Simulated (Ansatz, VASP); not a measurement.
BAs: VASP beside Ansatz

```
CELL_PARAMETERS angstrom
0.00000 2.45157 2.45157
2.45157 0.00000 2.45157
2.45157 2.45157 0.00000
ATOMIC_POSITIONS crystal
B 0.00000 0.00000 0.00000
As 0.25000 0.25000 0.25000
```

Alike in both runs: task single point; functional PBE; k mesh 10 × 10 × 10; occupations gaussian, width 0.02 eV; no spin polarisation.

|  | VASP | Ansatz |
| --- | --- | --- |
| version | VASP 6.6.1 | Ansatz 0.2.0 |
| potentials or method | VASP PAW PBE potentials, release 64 (B, As), cutoff 520 eV | scalar-relativistic, plane waves, PAW |
| valence electrons in the cell | 8 | 18 |

VASP gave:

```
gap on the k mesh at the Fermi level (eV) : 1.25
least direct gap on the mesh (eV)         : 3.18
pressure (GPa)                            : -6.3
```

Q: Which values does Ansatz return?

A: gap on the k mesh at the Fermi level (eV): 1.26; least direct gap on the mesh (eV): 3.19; pressure (GPa): -6.8.

VASP's potentials hold 8 valence electrons a cell and Ansatz's 18, so a difference there can come from the potentials and not from the codes.
